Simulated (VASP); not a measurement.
# Al2Cu in VASP: notebook

Runs on Al2Cu. Level: r2SCAN. Tasks: single point, relaxation of cell and atoms.

Program: VASP 6.6.1. These are calculated values, not measurements. Logs are shortened: lines on timing, memory, paths and dates and some standing lists are left out, and cuts for length are marked.

## (1) The cell of the first run

The structure is tetragonal, space group I4/mmm (No. 139). Conventional cell: a = 4.075 Å, b = 4.075 Å, c = 5.619 Å, α = 90.00°, β = 90.00°, γ = 90.00°. Al (site symmetry -4m2) has 4 Cu at 2.47 Å and 6 Al at 2.81 to 2.88 Å within 3.3 Å. Cu (site symmetry 4/mmm) has 8 Al at 2.47 Å within 3.3 Å.

## (2) Single point, r2SCAN (uniaxial strain along c: -2.0 %)

Input file POSCAR:

```
Al2Cu
1.0
    2.8814088696      2.8814088696      0.0000000000
   -2.8814088696      2.8814088696      0.0000000000
    0.0000000000      0.0000000000      5.6194640641
Al Cu
4 2
Direct
    0.5000000000      0.0000000000      0.2500000000
    0.0000000000      0.5000000000      0.2500000000
    0.0000000000      0.5000000000      0.7500000000
    0.5000000000      0.0000000000      0.7500000000
    0.0000000000      0.0000000000      0.5000000000
    0.5000000000      0.5000000000      0.0000000000
```

Input file INCAR.step1:

```
  PREC = Accurate
  ENCUT = 520
  ISMEAR = 0
  SIGMA = 0.1
  LREAL = False
  LASPH = True
  NELM = 100
  NBANDS = 26
  GGA = PE
  ALGO = Normal
  EDIFF = 1E-4
  LWAVE = True
  LCHARG = False
```

Input file INCAR.step2:

```
  PREC = Accurate
  ENCUT = 520
  EDIFF = 1E-6
  ISMEAR = 0
  SIGMA = 0.1
  LREAL = False
  LASPH = True
  NELM = 100
  ALGO = Normal
  ISIF = 2
  LWAVE = False
  LCHARG = True
  METAGGA = R2SCAN
  LMIXTAU = True
  LELF = True
  LVHAR = True
  NBANDS = 26
  ISTART = 1
```

Input file KPOINTS:

```
regular mesh
0
Gamma
  10 10 6
```

Potentials or basis: VASP PAW PBE potentials, release 64 (Al, Cu).

On the command line:

```sh
> cat potpaw_PBE.64/Al/POTCAR potpaw_PBE.64/Cu/POTCAR > POTCAR
> cp INCAR.step1 INCAR
> mpirun -np 1 vasp_std > vasp.out
> cp INCAR.step2 INCAR
> mpirun -np 1 vasp_std > vasp.out
```

OUTCAR:

```text
PREC = Accurate
   ENCUT = 520
   EDIFF = 1E-6
   ISMEAR = 0
   LREAL = False
   LASPH = True
   NELM = 100
   ISIF = 2
   METAGGA = R2SCAN
   ISTART = 1

 ion  position               nearest neighbor table
   1  0.500  0.000  0.250-   5 2.47   6 2.47   6 2.47   5 2.47   4 2.81   4 2.81   2 2.88   2 2.88
                             2 2.88   2 2.88
   2  0.000  0.500  0.250-   5 2.47   6 2.47   5 2.47   6 2.47   3 2.81   3 2.81   1 2.88   1 2.88
                             1 2.88   1 2.88
   3  0.000  0.500  0.750-   5 2.47   6 2.47   5 2.47   6 2.47   2 2.81   2 2.81   4 2.88   4 2.88
                             4 2.88   4 2.88
   4  0.500  0.000  0.750-   5 2.47   6 2.47   6 2.47   5 2.47   1 2.81   1 2.81   3 2.88   3 2.88
                             3 2.88   3 2.88
   5  0.000  0.000  0.500-   1 2.47   2 2.47   3 2.47   4 2.47   2 2.47   3 2.47   1 2.47   4 2.47

   6  0.500  0.500  0.000-   1 2.47   2 2.47   3 2.47   4 2.47   1 2.47   4 2.47   2 2.47   3 2.47

  LATTYP: Found a simple tetragonal cell.
 ALAT       =     4.0749275021
 C/A-ratio  =     1.3790341205

  Lattice vectors:

 A1 = (   2.8814088696,   2.8814088696,   0.0000000000)
 A2 = (  -2.8814088696,   2.8814088696,   0.0000000000)
 A3 = (   0.0000000000,   0.0000000000,   5.6194640641)

Analysis of symmetry for initial positions (statically):
=====================================================================
 Subroutine PRICEL returns following result:

  LATTYP: Found a body centered tetragonal cell.
 ALAT       =     4.0749275021
 C/A-ratio  =     1.3790341205

  Lattice vectors:

 A1 = (   0.0000000000,  -2.8814088696,  -2.8097320320)
 A2 = (   0.0000000000,   2.8814088696,  -2.8097320320)
 A3 = (   2.8814088696,   0.0000000000,   2.8097320320)

   2 primitive cells build up your supercell.

 Routine SETGRP: Setting up the symmetry group for a
 simple tetragonal supercell.

 Subroutine GETGRP returns: Found 16 space group operations
 (whereof 16 operations were pure point group operations)
 out of a pool of 16 trial point group operations.

The static configuration has the point symmetry D_4h.

Analysis of symmetry for dynamics (positions and initial velocities):
=====================================================================
 Subroutine PRICEL returns following result:

  LATTYP: Found a body centered tetragonal cell.
 ALAT       =     4.0749275021
 C/A-ratio  =     1.3790341205

  Lattice vectors:

 A1 = (   0.0000000000,  -2.8814088696,  -2.8097320320)
 A2 = (   0.0000000000,   2.8814088696,  -2.8097320320)
 A3 = (   2.8814088696,   0.0000000000,   2.8097320320)

   2 primitive cells build up your supercell.

 Routine SETGRP: Setting up the symmetry group for a
 simple tetragonal supercell.

 Subroutine GETGRP returns: Found 16 space group operations
 (whereof 16 operations were pure point group operations)
 out of a pool of 16 trial point group operations.

The dynamic configuration has the point symmetry D_4h.

 Subroutine INISYM returns: Found 16 space group operations
 (whereof 16 operations are pure point group operations),
 and found     2 'primitive' translations

----------------------------------------------------------------------------------------

                                     Primitive cell

  volume of cell :      46.6557

  direct lattice vectors                    reciprocal lattice vectors
     0.000000000 -2.881408870 -2.809732032     0.173526224 -0.173526224 -0.177952913
     0.000000000  2.881408870 -2.809732032     0.173526224  0.173526224 -0.177952913
     2.881408870  0.000000000  2.809732032     0.347052447  0.000000000  0.000000000

  length of vectors
     4.024563475  4.024563475  4.024563475     0.303133535  0.303133535  0.347052447

  position of ions in fractional coordinates (direct lattice)
     0.750000000  0.250000000  0.500000000
     0.250000000  0.750000000  0.500000000
     0.500000000  0.500000000  0.000000000

  ion indices of the primitive-cell ions
   primitive index   ion index
                 1           1
                 2           4
                 3           5

----------------------------------------------------------------------------------------

 KPOINTS: regular mesh

Automatic generation of k-mesh.
 Grid dimensions read from file:
 generate k-points for:   10   10    6

 Generating k-lattice:

  Cartesian coordinates                     Fractional coordinates (reciprocal lattice)
     0.017352622  0.017352622  0.000000000     0.100000000  0.000000000  0.000000000
    -0.017352622  0.017352622  0.000000000     0.000000000  0.100000000  0.000000000
     0.000000000  0.000000000  0.029658819     0.000000000  0.000000000  0.166666667

  Length of vectors
     0.024540314  0.024540314  0.029658819

  Shift w.r.t. Gamma in fractional coordinates (k-lattice)
     0.000000000  0.000000000  0.000000000

 Subroutine IBZKPT returns following result:
 ===========================================

[... 33 lines left out ...]
   LREAL  =      F    real-space projection
   EDIFFG = 0.1E-04   stopping-criterion for IOM
   NSW    =      0    number of steps for IOM
   IBRION =     -1    ionic relax: 0-MD 1-quasi-New 2-CG
   NFREE  =      0    steps in history (QN), initial steepest desc. (CG)
   ISIF   =      2    stress and relaxation
   ISYM   =      2    0-nonsym 1-usesym 2-fastsym
   POTIM  = 0.5000    time-step for ionic-motion
   TEBEG  =    0.0;   TEEND  =   0.0 temperature during run
   PSTRESS=    0.0 pullay stress
   NELECT =      34.0000    total number of electrons
   NUPDOWN=      -1.0000    fix difference up-down
   EMIN   =  10.00;   EMAX   =-10.00  energy-range for DOS
   EFERMI =   0.00;   METHOD = LEGACY
   ISMEAR =     0;   SIGMA  =   0.10  broadening in eV -4-tet -1-fermi 0-gaus
   EFERMI_NEDOS =   21; number of points for ismear=-14 and -15
   IALGO  =     38    algorithm
   IMIX   =      4    mixing-type and parameters
     AMIX     =   0.40;   BMIX     =  1.00
     AMIX_MAG =   1.60;   BMIX_MAG =  1.00
  volume/ion in A,a.u.               =      15.55       104.95
  Fermi-wavevector in a.u.,A,eV,Ry     =   1.169292  2.209641 18.602475  1.367243
  Thomas-Fermi vector in A             =   2.305767
   LORBIT       =      0    0 simple, 1 ext, 2 COOP (PROOUT), +10 PAW based schemes
   METAGGA = R2SCAN    functional components
   LHFCALC =     F    Hartree Fock is set to
   AEXX    =    0.0000 exact exchange contribution
   IVDW    =     0    specifies the selected vdW correction
   LEPSILON=     F    determine dielectric tensor
   LRPA    =     F    only Hartree local field effects (RPA)
 non-spin polarized calculation
 Gauss-broadening in eV      SIGMA  =   0.10
  energy-cutoff  :      520.00
  volume of cell :       93.31
 maximum number of plane-waves:      2541
   NGX = 15   NGY = 15   NGZ = 21

 number of electron      33.9999973 magnetization

 Free energy of the ion-electron system (eV)
  ---------------------------------------------------
  ext. energy  EPLUGINS =         0.00000000
  ---------------------------------------------------
  free energy    TOTEN  =       -49.83891120 eV

  energy without entropy =      -49.83265310  energy(sigma->0) =      -49.83578215

 E-fermi :   7.1669     XC(G=0): -11.2732

 val. band max:        7.1542741051   @ k =   0.3000   0.2000   0.1667
 cond. band min:       7.1875337966   @ k =   0.1000   0.0000   0.5000
 fundamental gap:      0.0332596916
 Fermi energy:         7.1668666348

 k-point     1 :       0.0000    0.0000    0.0000
  band No.  band energies     occupation
      1      -3.7118      2.00000
      2       0.9101      2.00000
      3       0.9691      2.00000
      4       1.7208      2.00000
      5       2.3412      2.00000
      6       2.3645      2.00000
[... 18 lines left out ...]
     25      14.5140      0.00000
     26      14.5140      0.00000

 k-point     2 :       0.1000    0.0000    0.0000
  band No.  band energies     occupation
      1      -3.6176      2.00000
      2       0.9627      2.00000
      3       1.0418      2.00000
      4       1.6700      2.00000
      5       2.3379      2.00000
      6       2.3546      2.00000
[... 18 lines left out ...]
     25      13.2722      0.00000
[... 608 lines left out ...]
     25      13.4985      0.00000
     26      13.7087      0.00000

 k-point    24 :       0.2000    0.0000    0.1667
  band No.  band energies     occupation
      1      -3.2004      2.00000
      2      -0.0874      2.00000
      3       1.4444      2.00000
      4       2.1714      2.00000
      5       2.1907      2.00000
      6       2.4195      2.00000
[... 18 lines left out ...]
     25      13.2368      0.00000
     26      14.0424      0.00000

 [... further k-points ...]

------------------------ aborting loop because EDIFF is reached ----------------------------------------

  FORCE on cell =-STRESS in cart. coord.  units (eV):
  Direction    XX          YY          ZZ          XY          YZ          ZX
  --------------------------------------------------------------------------------------
  -------------------------------------------------------------------------------------
  Total        0.1271672      0.1271672      1.4591234      0.0000000     -0.0000000      0.0000000
  in kB        2.1834882      2.1834882     25.0534720      0.0000000     -0.0000000      0.0000000
  external PRESSURE =       9.8068162 kB  Pullay stress =       0.0000000 kB

 VOLUME and BASIS-vectors are now :
 -----------------------------------------------------------------------------
  energy-cutoff  :      520.00
  volume of cell :       93.31
      direct lattice vectors                 reciprocal lattice vectors
     2.881408870  2.881408870  0.000000000     0.173526224  0.173526224  0.000000000
    -2.881408870  2.881408870  0.000000000    -0.173526224  0.173526224  0.000000000
     0.000000000  0.000000000  5.619464064     0.000000000  0.000000000  0.177952913

 POSITION                                       TOTAL-FORCE (eV/Angst)
 -----------------------------------------------------------------------------------
      1.44070      1.44070      1.40487         0.000000      0.000000      0.000000
     -1.44070      1.44070      1.40487         0.000000      0.000000      0.000000
     -1.44070      1.44070      4.21460         0.000000      0.000000     -0.000000
      1.44070      1.44070      4.21460         0.000000      0.000000     -0.000000
      0.00000      0.00000      2.80973        -0.000000     -0.000000      0.000000
      0.00000      2.88141      0.00000         0.000000      0.000000      0.000000
 -----------------------------------------------------------------------------------
    total drift:                               -0.000000      0.000000     -0.000000

  FREE ENERGIE OF THE ION-ELECTRON SYSTEM (eV)
  ---------------------------------------------------
  free  energy   TOTEN  =       -49.8389111972 eV

  energy  without entropy=      -49.8326531023  energy(sigma->0) =      -49.83578215
```

It took 15 min on 1 thread of Intel Xeon 8259CL, shared host; peak memory 0.32 GiB.

What came out:

```yaml
Free_energy: -49.8389 eV
Pressure: 1.0 GPa
Band_gap_on_the_k_mesh: zero (bands 17 and 18 overlap by 4.22 eV)
```

Stress tensor (GPa, compression positive):
```
0.22 0.00 0.00
0.00 0.22 0.00
0.00 0.00 2.51
```

Levels at points of the mesh, in eV from the Fermi level:
| k point | band 14 | band 15 | band 16 | band 17 | band 18 | band 19 | band 20 | band 21 |
| --- | --- | --- | --- | --- | --- | --- | --- | --- |
| (0.00, 0.00, 0.00) | -2.28 | -2.28 | 0.39 | 1.66 | 2.95 | 2.96 | 2.96 | 3.16 |
| (0.50, 0.00, 0.00) | -3.03 | -2.67 | -2.67 | 0.19 | 0.19 | 2.54 | 2.54 | 4.83 |
| (0.50, 0.50, 0.00) | -3.97 | -2.20 | -2.20 | -2.01 | -2.01 | 0.71 | 0.71 | 1.81 |
| (0.00, 0.00, 0.50) | -0.68 | -0.68 | -0.68 | -0.27 | -0.27 | 1.12 | 1.12 | 2.84 |
| (0.50, 0.00, 0.50) | -4.14 | 0.48 | 0.48 | 0.72 | 0.72 | 3.06 | 3.06 | 3.16 |
| (0.50, 0.50, 0.50) | -3.78 | -3.78 | -3.78 | -2.56 | -2.56 | 4.71 | 4.71 | 4.71 |

Caveat: the cell differs from its parent crystal (uniaxial strain along c: -2.0 %); the PAW data sets were made with another functional, which shifts forces and pressure a little.

## (3) Single point, r2SCAN (uniaxial strain along c: -2.0 %, then relaxed in part)

POSCAR: that of step 2 with these lines changed.

```diff
@@ -2,4 +2,4 @@
 1.0
-    2.8814088696      2.8814088696      0.0000000000
-   -2.8814088696      2.8814088696      0.0000000000
+    2.8852945524      2.8852945524      0.0000000000
+   -2.8852945524      2.8852945524      0.0000000000
     0.0000000000      0.0000000000      5.6194640641
```

Input file INCAR.step1:

```
PREC = Accurate
ENCUT = 520
ISMEAR = 0
SIGMA = 0.1
LREAL = F
LASPH = T
NELM = 100
NBANDS = 26
GGA = PE
ALGO = Normal
EDIFF = 1E-4
LWAVE = T
LCHARG = F
```

Input file INCAR.step2:

```
PREC = Accurate
ENCUT = 520
EDIFF = 1E-6
ISMEAR = 0
SIGMA = 0.1
LREAL = F
LASPH = T
NELM = 100
ALGO = Normal
ISIF = 2
LWAVE = F
LCHARG = F
METAGGA = R2SCAN
LMIXTAU = T
NBANDS = 26
ISTART = 1
```

KPOINTS is that of step 2.

Potentials or basis: VASP PAW PBE potentials, release 64 (Al, Cu).

On the command line:

```sh
> cat potpaw_PBE.64/Al/POTCAR potpaw_PBE.64/Cu/POTCAR > POTCAR
> cp INCAR.step1 INCAR
> mpirun -np 1 vasp_std > vasp.out
> cp INCAR.step2 INCAR
> mpirun -np 1 vasp_std > vasp.out
```

Run time: 14 min. Hardware: 1 thread of Intel Xeon 8259CL, shared host; peak memory 0.31 GiB.

The run converged. Its results:

| Item | Value |
| --- | --- |
| Free energy | -49.8390 eV |
| Pressure | 0.7 GPa |
| Band gap on the k mesh | zero (bands 17 and 18 overlap by 4.21 eV) |

Stress tensor (GPa, compression positive):
```
-0.13  0.00  0.00
 0.00 -0.13  0.00
 0.00  0.00  2.33
```

Levels at points of the mesh, in eV from the Fermi level:
| k point | band 13 | band 14 | band 15 | band 16 | band 17 | band 18 | band 19 | band 20 | band 21 | band 22 |
| --- | --- | --- | --- | --- | --- | --- | --- | --- | --- | --- |
| (0.00, 0.00, 0.00) | -3.89 | -2.29 | -2.29 | 0.37 | 1.65 | 2.93 | 2.95 | 2.95 | 3.17 | 3.24 |
| (0.50, 0.00, 0.00) | -3.02 | -3.02 | -2.66 | -2.66 | 0.19 | 0.19 | 2.52 | 2.52 | 4.82 | 4.82 |
| (0.50, 0.50, 0.00) | -3.96 | -3.96 | -2.20 | -2.20 | -1.99 | -1.99 | 0.71 | 0.71 | 1.81 | 1.81 |
| (0.00, 0.00, 0.50) | -0.68 | -0.68 | -0.68 | -0.68 | -0.25 | -0.25 | 1.10 | 1.10 | 2.84 | 2.84 |
| (0.50, 0.00, 0.50) | -4.13 | -4.13 | 0.48 | 0.48 | 0.72 | 0.72 | 3.05 | 3.05 | 3.15 | 3.15 |
| (0.50, 0.50, 0.50) | -3.78 | -3.78 | -3.78 | -3.78 | -2.56 | -2.56 | 4.71 | 4.71 | 4.71 | 4.71 |

Caveat: the cell differs from its parent crystal (uniaxial strain along c: -2.0 %, then relaxed in part); the PAW data sets were made with another functional, which shifts forces and pressure a little.

## (4) Relaxation of cell and atoms, r2SCAN, target pressure 50 GPa, at which the enthalpy is minimised

This run uses another cell than the first one: it holds 3 atoms, not 6.

Input file POSCAR:

```
Al2Cu
1.0
   -1.8688048602      1.8688048602      2.6428891787
    1.8688048602     -1.8688048602      2.6428891787
    1.8688048602      1.8688048602     -2.6428891787
Al Cu
2 1
Direct
    0.7500000000      0.2500000000      0.5000000000
    0.2500000000      0.7500000000      0.5000000000
    0.5000000000      0.5000000000      0.0000000000
```

Input file INCAR.step1:

```
  PREC = Accurate
  ENCUT = 600
  ISMEAR = 0
  SIGMA = 0.1
  LREAL = F
  LASPH = T
  NELM = 100
  GGA = PE
  ALGO = Normal
  EDIFF = 1E-4
  LWAVE = T
  LCHARG = F
```

Input file INCAR.step2:

```
  PREC = Accurate
  ENCUT = 600
  EDIFF = 1E-6
  ISMEAR = 0
  SIGMA = 0.1
  LREAL = F
  LASPH = T
  NELM = 100
  ALGO = Normal
  ISIF = 3
  LWAVE = F
  LCHARG = F
  METAGGA = R2SCAN
  LMIXTAU = T
  IBRION = 2
  NSW = 70
  EDIFFG = -0.008
  PSTRESS = 500.0
  ISTART = 1
```

Input file KPOINTS:

```
Automatic mesh
0
Gamma
  16 16 16
```

On the command line:

```sh
> cat potpaw_PBE.64/Al/POTCAR potpaw_PBE.64/Cu/POTCAR > POTCAR
> cp INCAR.step1 INCAR
> mpirun -np 1 vasp_std > vasp.out
> cp INCAR.step2 INCAR
> mpirun -np 1 vasp_std > vasp.out
```

Run time: 17 min. Hardware: 1 thread of AMD EPYC 9755, shared host; peak memory 0.21 GiB.

It converged, with:

| Quantity | Value |
| --- | --- |
| Free energy | -23.5557 eV |
| Relaxed volume | 12.03 Å³/atom |
| Relaxed cell | a = 3.709 Å, b = 3.709 Å, c = 3.709 Å, α = 120.00°, β = 120.00°, γ = 90.00° |
| Space group after relaxing (to 0.1 Å) | Fm-3m (No. 225) |
| Energy change on relaxing (the run minimises the enthalpy) | +80.5 meV/atom |
| Ionic steps | 3 |
| Pressure after relaxing | 49.9 GPa |
| Band gap on the k mesh | zero (an odd number of electrons rules out a gap without spin polarisation) |

The path:
| step | energy change (eV) | largest force (eV/Å) | pressure (GPa) | volume (Å³) |
| --- | --- | --- | --- | --- |
| 1 | 0.0000 | 0.0000 | 43.53 | 36.92 |
| 2 | 0.8750 | 0.0000 | 65.81 | 34.33 |
| 3 | 0.2414 | 0.0000 | 49.93 | 36.09 |

Final structure:
```
Al Cu
1.0
    -1.85472    1.85472    2.62297
     1.85472   -1.85472    2.62297
     1.85472    1.85472   -2.62297
Al Cu
2 1
Direct
  0.75000 0.25000 0.50000
  0.25000 0.75000 0.50000
  0.50000 0.50000 0.00000
```

Levels at points of the mesh, in eV from the Fermi level:
```
           k point  band 7  band 8  band 9  band 10  band 11  band 12
(0.00, 0.00, 0.00)    3.04    3.04    3.04     4.17     4.17     4.17
(0.50, 0.00, 0.00)   -5.10    0.63    0.63     3.73     3.73     5.99
(0.50, 0.50, 0.00)   -4.78   -2.63   -2.63     1.61     1.77    10.22
```

Caveat: the cell is relaxed towards a set pressure, so the run minimises the enthalpy, not the energy; the PAW data sets were made with another functional, which shifts forces and pressure a little.

## (5) Overview

```csv
task,cell,k mesh,cutoff (eV),gap on the mesh (eV),pressure (GPa)
single point,"a = 4.075, b = 4.075, c = 5.619 Å, 6 atoms, atomic positions A",10 × 10 × 6,520,none,1.0
single point,"a = 4.080, b = 4.080, c = 5.619 Å, 6 atoms, atomic positions A",10 × 10 × 6,520,none,0.7
relaxation of cell and atoms,"relaxed to 50 GPa from a = 3.738 Å, angles 120.0, 120.0, 90.0°, 3 atoms, atomic positions B",16 × 16 × 16,600,none,49.9
```

Alike in all rows: level r2SCAN; potentials or basis VASP PAW PBE potentials, release 64 (Al, Cu); no spin polarisation; smearing gaussian 0.1 eV.

Caveats: the PAW data sets were made with another functional, which shifts forces and pressure a little; the cell is relaxed towards a set pressure, so the run minimises the enthalpy, not the energy (at least some runs).

Total energies depend on the potentials used, so only differences within one code and one set of settings carry meaning.

The gap in the log of VASP goes by the Fermi energy; the results here count the filled bands.